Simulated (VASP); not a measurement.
# HfN in VASP: notebook, part 2 of 2

VASP 6.6.1.

### 4 Single point, PBE (strained and its atoms moved)

Contents of INCAR:

```
  ALGO = Normal
  EDIFF = 1E-6
  ENCUT = 520
  GGA = PE
  ISIF = 2
  ISMEAR = 0
  LASPH = True
  LCHARG = False
  LREAL = False
  LWAVE = False
  NBANDS = 14
  NELM = 80
  PREC = Accurate
  SIGMA = 0.1
```

Contents of KPOINTS:

```
k-points
0
Gamma
  14 14 14
```

Contents of POSCAR:

```
HfN
1.0
    0.0000000000      2.3917085264      2.3917085264
    2.3917085264      0.0000000000      2.3917085264
    2.3917085264      2.3917085264      0.0000000000
Hf N
1 1
Direct
    0.0000000000      0.0000000000      0.0000000000
    0.7500000000      0.7500000000      0.7500000000
```

Potentials or basis: VASP PAW PBE potentials, release 64 (Hf_pv, N).

Command:

```bash
cat potpaw_PBE.64/Hf_pv/POTCAR potpaw_PBE.64/N/POTCAR > POTCAR
mpirun -np 1 vasp_std > vasp.out
```

OUTCAR:

```text
EDIFF = 1E-6
   ENCUT = 520
   GGA = PE
   ISIF = 2
   ISMEAR = 0
   LASPH = True
   LREAL = False
   NELM = 80
   PREC = Accurate

 ion  position               nearest neighbor table
   1  0.000  0.000  0.000-   2 2.07   2 2.07   2 2.07   2 2.07
   2  0.750  0.750  0.750-   1 2.07   1 2.07   1 2.07   1 2.07

  LATTYP: Found a face centered cubic cell.
 ALAT       =     4.7834170528

  Lattice vectors:

 A1 = (   0.0000000000,   2.3917085264,   2.3917085264)
 A2 = (   2.3917085264,   0.0000000000,   2.3917085264)
 A3 = (   2.3917085264,   2.3917085264,   0.0000000000)

Analysis of symmetry for initial positions (statically):
=====================================================================
 Subroutine PRICEL returns:
 Original cell was already a primitive cell.

 Routine SETGRP: Setting up the symmetry group for a
 face centered cubic supercell.

 Subroutine GETGRP returns: Found 24 space group operations
 (whereof 24 operations were pure point group operations)
 out of a pool of 48 trial point group operations.

The static configuration has the point symmetry T_d .

Analysis of symmetry for dynamics (positions and initial velocities):
=====================================================================
 Subroutine PRICEL returns:
 Original cell was already a primitive cell.

 Routine SETGRP: Setting up the symmetry group for a
 face centered cubic supercell.

 Subroutine GETGRP returns: Found 24 space group operations
 (whereof 24 operations were pure point group operations)
 out of a pool of 48 trial point group operations.

The dynamic configuration has the point symmetry T_d .

 Subroutine INISYM returns: Found 24 space group operations
 (whereof 24 operations are pure point group operations),
 and found     1 'primitive' translations

----------------------------------------------------------------------------------------

                                     Primitive cell

  volume of cell :      27.3624

  direct lattice vectors                    reciprocal lattice vectors
     0.000000000  2.391708526  2.391708526    -0.209055574  0.209055574  0.209055574
     2.391708526  0.000000000  2.391708526     0.209055574 -0.209055574  0.209055574
     2.391708526  2.391708526  0.000000000     0.209055574  0.209055574 -0.209055574

  length of vectors
     3.382386635  3.382386635  3.382386635     0.362094877  0.362094877  0.362094877

  position of ions in fractional coordinates (direct lattice)
     0.000000000  0.000000000  0.000000000
     0.750000000  0.750000000  0.750000000

  ion indices of the primitive-cell ions
   primitive index   ion index
                 1           1
                 2           2

----------------------------------------------------------------------------------------

 KPOINTS: k-points

Automatic generation of k-mesh.
 Grid dimensions read from file:
 generate k-points for:   14   14   14

 Generating k-lattice:

  Cartesian coordinates                     Fractional coordinates (reciprocal lattice)
    -0.014932541  0.014932541  0.014932541     0.071428571  0.000000000  0.000000000
     0.014932541 -0.014932541  0.014932541     0.000000000  0.071428571  0.000000000
     0.014932541  0.014932541 -0.014932541     0.000000000  0.000000000  0.071428571

  Length of vectors
     0.025863920  0.025863920  0.025863920

  Shift w.r.t. Gamma in fractional coordinates (k-lattice)
     0.000000000  0.000000000  0.000000000

 Subroutine IBZKPT returns following result:
 ===========================================

 Found    104 irreducible k-points:

 Following reciprocal coordinates:
            Coordinates               Weight
  0.000000  0.000000  0.000000      1.000000
  0.071429  0.000000  0.000000      8.000000
  0.142857  0.000000  0.000000      8.000000
  0.214286  0.000000  0.000000      8.000000
  0.285714  0.000000  0.000000      8.000000
  0.357143  0.000000  0.000000      8.000000
[... 16 lines left out ...]
  0.214286  0.142857  0.000000     24.000000
  0.285714  0.142857  0.000000     24.000000
 [... further k-points ...]
   k-points           NKPTS =    104   k-points in BZ     NKDIM =    104   number of bands    NBANDS=     14
   number of dos      NEDOS =    301   number of ions     NIONS =      2
   total plane-waves  NPLWV =  21952
   dimension x,y,z NGX =    28 NGY =   28 NGZ =   28
   dimension x,y,z NGXF=    56 NGYF=   56 NGZF=   56
   ions per type =               1   1
   NGX,Y,Z   is equivalent  to a cutoff of  13.76, 13.76, 13.76 a.u.
   NGXF,Y,Z  is equivalent  to a cutoff of  27.52, 27.52, 27.52 a.u.
 SYSTEM =  unknown system
   PREC   = accura    normal or accurate (medium, high low for compatibility)
   ISTART =      0    job   : 0-new  1-cont  2-samecut
   ICHARG =      2    charge: 1-file 2-atom 10-const
   ISPIN  =      1    spin polarized calculation?
   LNONCOLLINEAR =      F non collinear calculations
   LSORBIT =      F    spin-orbit coupling
   LASPH  =      T    aspherical Exc in radial PAW
   ENCUT  =  520.0 eV  38.22 Ry    6.18 a.u.   6.29  6.29  6.29*2*pi/ulx,y,z
   NELM   =     80;   NELMIN=  2; NELMDL= -5     # of ELM steps
   EDIFF  = 0.1E-05   stopping-criterion for ELM
   LREAL  =      F    real-space projection
   EDIFFG = 0.1E-04   stopping-criterion for IOM
   NSW    =      0    number of steps for IOM
   IBRION =     -1    ionic relax: 0-MD 1-quasi-New 2-CG
   NFREE  =      0    steps in history (QN), initial steepest desc. (CG)
   ISIF   =      2    stress and relaxation
   ISYM   =      2    0-nonsym 1-usesym 2-fastsym
   POTIM  = 0.5000    time-step for ionic-motion
   TEBEG  =    0.0;   TEEND  =   0.0 temperature during run
   PSTRESS=    0.0 pullay stress
   NELECT =      15.0000    total number of electrons
   NUPDOWN=      -1.0000    fix difference up-down
   EMIN   =  10.00;   EMAX   =-10.00  energy-range for DOS
   EFERMI =   0.00;   METHOD = LEGACY
   ISMEAR =     0;   SIGMA  =   0.10  broadening in eV -4-tet -1-fermi 0-gaus
   EFERMI_NEDOS =   21; number of points for ismear=-14 and -15
   IALGO  =     38    algorithm
   IMIX   =      4    mixing-type and parameters
     AMIX     =   0.40;   BMIX     =  1.00
     AMIX_MAG =   1.60;   BMIX_MAG =  1.00
  volume/ion in A,a.u.               =      13.68        92.33
  Fermi-wavevector in a.u.,A,eV,Ry     =   1.339842  2.531935 24.424869  1.795177
  Thomas-Fermi vector in A             =   2.468202
   LORBIT       =      0    0 simple, 1 ext, 2 COOP (PROOUT), +10 PAW based schemes
   GGA     = PE    functional components
   LHFCALC =     F    Hartree Fock is set to
   AEXX    =    0.0000 exact exchange contribution
   IVDW    =     0    specifies the selected vdW correction
   LEPSILON=     F    determine dielectric tensor
   LRPA    =     F    only Hartree local field effects (RPA)
 non-spin polarized calculation
 Gauss-broadening in eV      SIGMA  =   0.10
  energy-cutoff  :      520.00
  volume of cell :       27.36
 maximum number of plane-waves:       754
 NGX is ok and might be reduce to    28
   NGX = 13   NGY = 13   NGZ = 13

 number of electron      15.0000000 magnetization

 Free energy of the ion-electron system (eV)
  ---------------------------------------------------
  ext. energy  EPLUGINS =         0.00000000
  ---------------------------------------------------
  free energy    TOTEN  =       -21.10992047 eV

  energy without entropy =      -21.10726289  energy(sigma->0) =      -21.10859168

 E-fermi :   6.4354     XC(G=0): -11.5987

 val. band max:        6.4347402918   @ k =  -0.2857   0.2857   0.0714
 cond. band min:       6.5054904928   @ k =   0.5000   0.2857   0.1429
 fundamental gap:      0.0707502010
 Fermi energy:         6.4353766852

 k-point     1 :       0.0000    0.0000    0.0000
  band No.  band energies     occupation
      1     -24.4562      2.00000
      2     -24.4562      2.00000
      3     -24.4562      2.00000
      4     -10.1799      2.00000
      5       0.5580      2.00000
      6       0.5580      2.00000
      7       0.5580      2.00000
      8       5.8455      2.00000
      9       8.8223      0.00000
     10       8.8223      0.00000
     11      13.4823      0.00000
     12      13.4823      0.00000
     13      13.4823      0.00000
     14      19.0443      0.00000
[... 375 lines left out ...]
 k-point    24 :       0.2857    0.1429    0.0000
  band No.  band energies     occupation
      1     -24.7910      2.00000
      2     -24.5384      2.00000
      3     -24.5350      2.00000
      4      -9.3515      2.00000
      5      -0.3058      2.00000
      6       1.1472      2.00000
      7       1.2220      2.00000
      8       6.9274      0.00000
      9       8.6717      0.00000
     10       9.3089      0.00000
     11      12.7707      0.00000
     12      13.4825      0.00000
     13      14.2657      0.00000
     14      16.4556      0.00000

 [... further k-points ...]
[... 5 lines left out ...]
  --------------------------------------------------------------------------------------
  -------------------------------------------------------------------------------------
  Total        2.9870926      2.9870926      2.9870926      0.0000000     -0.0000000     -0.0000000
  in kB      174.9059252    174.9059252    174.9059252      0.0000000     -0.0000000     -0.0000000
  external PRESSURE =     174.9059252 kB  Pullay stress =       0.0000000 kB

 VOLUME and BASIS-vectors are now :
 -----------------------------------------------------------------------------
  energy-cutoff  :      520.00
  volume of cell :       27.36
      direct lattice vectors                 reciprocal lattice vectors
     0.000000000  2.391708526  2.391708526    -0.209055574  0.209055574  0.209055574
     2.391708526  0.000000000  2.391708526     0.209055574 -0.209055574  0.209055574
     2.391708526  2.391708526  0.000000000     0.209055574  0.209055574 -0.209055574

 POSITION                                       TOTAL-FORCE (eV/Angst)
 -----------------------------------------------------------------------------------
      0.00000      0.00000      0.00000        -0.000000     -0.000000     -0.000000
      3.58756      3.58756      3.58756         0.000000      0.000000      0.000000
 -----------------------------------------------------------------------------------
    total drift:                                0.000000      0.000000      0.000000

  FREE ENERGIE OF THE ION-ELECTRON SYSTEM (eV)
  ---------------------------------------------------
  free  energy   TOTEN  =       -21.1099204728 eV

  energy  without entropy=      -21.1072628934  energy(sigma->0) =      -21.10859168
```

OSZICAR:

```text
N       E                     dE             d eps       ncg     rms          rms(c)
DAV:   1     0.425711976553E+02    0.42571E+02   -0.77409E+03  2920   0.985E+02
DAV:   2    -0.222624999687E+02   -0.64834E+02   -0.60700E+02  3780   0.237E+02
DAV:   3    -0.246798774763E+02   -0.24174E+01   -0.24078E+01  3434   0.380E+01
DAV:   4    -0.246926995626E+02   -0.12822E-01   -0.12820E-01  3428   0.324E+00
DAV:   5    -0.246928204357E+02   -0.12087E-03   -0.12087E-03  3422   0.278E-01    0.617E+01
DAV:   6    -0.211848157883E+02    0.35080E+01   -0.12129E+01  3146   0.252E+01    0.437E+01
DAV:   7    -0.211248413437E+02    0.59974E-01   -0.62085E-01  3116   0.720E+00    0.260E+01
DAV:   8    -0.211155171719E+02    0.93242E-02   -0.64824E-02  3620   0.238E+00    0.616E+00
DAV:   9    -0.211100432622E+02    0.54739E-02   -0.16293E-02  3302   0.941E-01    0.173E+00
DAV:  10    -0.211099377268E+02    0.10554E-03   -0.13314E-03  3422   0.341E-01    0.222E-01
DAV:  11    -0.211099236974E+02    0.14029E-04   -0.86047E-05  3536   0.878E-02    0.102E-01
DAV:  12    -0.211099206135E+02    0.30839E-05   -0.20689E-05  3692   0.370E-02    0.137E-02
DAV:  13    -0.211099204728E+02    0.14067E-06   -0.11499E-06  2314   0.107E-02
   1 F= -.21109920E+02 E0= -.21108592E+02  d E =-.265758E-02
```

Run time: 2.1 min. Hardware: 1 thread of AMD EPYC 7R13, shared host; peak memory 0.16 GiB.

Results:

```
Free energy : -21.1099 eV
Pressure    : 17.5 GPa
```

Caveat: the cell differs from its parent crystal (strained and its atoms moved); spin-orbit coupling is left out, which moves the levels of the heavy elements.

### 5 Single point, PBE (one atom moved)

Contents of INCAR:

```
  ALGO = Normal
  EDIFF = 1E-6
  ENCUT = 520
  GGA = PE
  ISIF = 2
  ISMEAR = 0
  LASPH = T
  LCHARG = T
  LELF = T
  LREAL = F
  LVHAR = T
  LWAVE = F
  NBANDS = 14
  NELM = 60
  PREC = Accurate
  SIGMA = 0.1
```

KPOINTS is that of step 4.

Contents of POSCAR:

```
HfN
1.0
    0.0000000000      2.4548220000      2.4548220000
    2.4548220000      0.0000000000      2.4548220000
    2.4548220000      2.4548220000      0.0000000000
Hf N
1 1
Direct
    0.0000000000      0.0000000000      0.0000000000
    0.7591656340      0.7591656340      0.7408343660
```

Command:

```bash
cat potpaw_PBE.64/Hf_pv/POTCAR potpaw_PBE.64/N/POTCAR > POTCAR
mpirun -np 1 vasp_std > vasp.out
```

Wall time 8.8 min (1 thread of AMD EPYC 7R13, shared host); peak memory 0.28 GiB.

Results (log left out):

```yaml
Free_energy: -21.2100 eV
Pressure: -0.2 GPa
Largest_force: 0.532 eV/Å
```

Forces in eV/Å, atoms in the order of the input:
```
Hf   0.000  0.000  0.532
N    0.000  0.000 -0.532
```

Stress tensor (GPa, compression positive):
```
-0.09  2.52  0.00
 2.52 -0.09  0.00
 0.00  0.00 -0.29
```

Levels at points of the mesh, in eV from the Fermi level:
| k point | band 4 | band 5 | band 6 | band 7 | band 8 | band 9 | band 10 | band 11 |
| --- | --- | --- | --- | --- | --- | --- | --- | --- |
| (0.00, 0.00, 0.00) | -16.21 | -5.55 | -5.50 | -5.42 | -0.77 | 2.21 | 2.21 | 6.27 |
| (0.50, 0.00, 0.00) | -15.17 | -5.75 | -5.01 | -4.92 | 1.64 | 2.58 | 2.86 | 4.22 |
| (0.00, 0.00, 0.50) | -15.08 | -5.75 | -4.88 | -4.79 | 1.34 | 2.53 | 2.84 | 4.20 |
| (0.50, 0.50, 0.00) | -14.77 | -6.92 | -3.70 | -3.60 | -1.19 | 2.18 | 4.00 | 4.55 |
| (0.00, 0.50, 0.50) | -14.76 | -6.93 | -3.66 | -3.65 | -1.17 | 2.16 | 4.00 | 4.62 |

Caveat: the cell differs from its parent crystal (one atom moved); spin-orbit coupling is left out, which moves the levels of the heavy elements.

### 6 Single point, PBE (atoms moved at random and the cell strained at random)

Contents of INCAR:

```
SYSTEM = HfN
ALGO = Normal
EDIFF = 1E-6
ENCUT = 520
GGA = PE
ISIF = 2
ISMEAR = 0
LASPH = .True.
LCHARG = .True.
LELF = .True.
LREAL = .False.
LVHAR = .True.
LWAVE = .False.
NBANDS = 14
NELM = 60
PREC = Accurate
SIGMA = 0.1
```

Contents of KPOINTS:

```
k-points
0
Gamma
  12 12 12
  0 0 0
```

Contents of POSCAR:

```
HfN
1.0
   -0.0227071035      2.5357574813      2.5308478373
    2.4780691643     -0.0042959385      2.5124366723
    2.4824632957      2.5217404477     -0.0086900699
Hf N
1 1
Direct
    0.0103082830     -0.0014481702     -0.0034809041
    0.7396917170      0.7514481702      0.7534809041
```

Potentials or basis: VASP PAW PBE potentials, release 64 (Hf_pv, N).

Command:

```bash
cat potpaw_PBE.64/Hf_pv/POTCAR potpaw_PBE.64/N/POTCAR > POTCAR
mpirun -np 1 vasp_std > vasp.out
```

Wall time 14 min (1 thread of AMD EPYC 7R13, shared host); peak memory 0.47 GiB.

The run converged. Its results:

| Property | Result |
| --- | --- |
| Free energy | -21.1061 eV |
| Pressure | -12.5 GPa |
| Largest force | 0.436 eV/Å |

Forces in eV/Å, atoms in the order of the input:
```
Hf   0.197 -0.228 -0.315
N   -0.197  0.228  0.315
```

Stress tensor (GPa, compression positive):
```
-11.12  -0.50   0.12
 -0.50 -13.38   0.41
  0.12   0.41 -13.08
```

Levels at points of the mesh, in eV from the Fermi level:
```tsv
k point	band 5	band 6	band 7	band 8	band 9	band 10
(0.00, 0.00, 0.00)	-5.26	-5.11	-5.04	-0.93	1.95	2.12
(0.50, 0.00, 0.00)	-5.62	-4.50	-4.43	1.09	2.39	2.51
(0.00, 0.50, 0.00)	-5.55	-4.67	-4.59	1.40	2.21	2.74
(0.50, 0.50, 0.00)	-6.52	-3.60	-3.46	-1.14	1.96	3.64
(0.00, 0.00, 0.50)	-5.57	-4.69	-4.61	1.48	2.22	2.73
(0.50, 0.00, 0.50)	-6.53	-3.59	-3.47	-1.15	1.95	3.64
(0.00, 0.50, 0.50)	-6.49	-3.62	-3.53	-1.05	1.98	3.63
(0.50, 0.50, 0.50)	-5.54	-4.75	-4.62	1.50	2.27	2.73
```

Caveat: the cell differs from its parent crystal (atoms moved at random and the cell strained at random); spin-orbit coupling is left out, which moves the levels of the heavy elements.

### 7 Overview

```tsv
cell	k mesh	gap on the mesh (eV)	pressure (GPa)	largest force (eV/Å)
a = 3.367 Å, angles 60.0°, 2 atoms	14 × 14 × 14	none	21.2	-
a = 3.393 Å, angles 60.0°, 2 atoms	14 × 14 × 14	none	15.0	-
a = 3.382 Å, angles 60.0°, 2 atoms	14 × 14 × 14	none	17.5	-
a = 3.472 Å, angles 60.0°, 2 atoms	14 × 14 × 14	none	-0.2	0.53
a = 3.583, b = 3.529, c = 3.539 Å, angles 60.7, 60.1, 60.2°, 2 atoms	12 × 12 × 12	none	-12.5	0.44
```

Alike in all rows: task single point; level PBE; potentials or basis VASP PAW PBE potentials, release 64 (Hf_pv, N); no spin polarisation; cutoff (eV) 520; smearing gaussian 0.1 eV.

Caveats: spin-orbit coupling is left out, which moves the levels of the heavy elements.

Absolute energies hang on the potentials; compare differences alone.
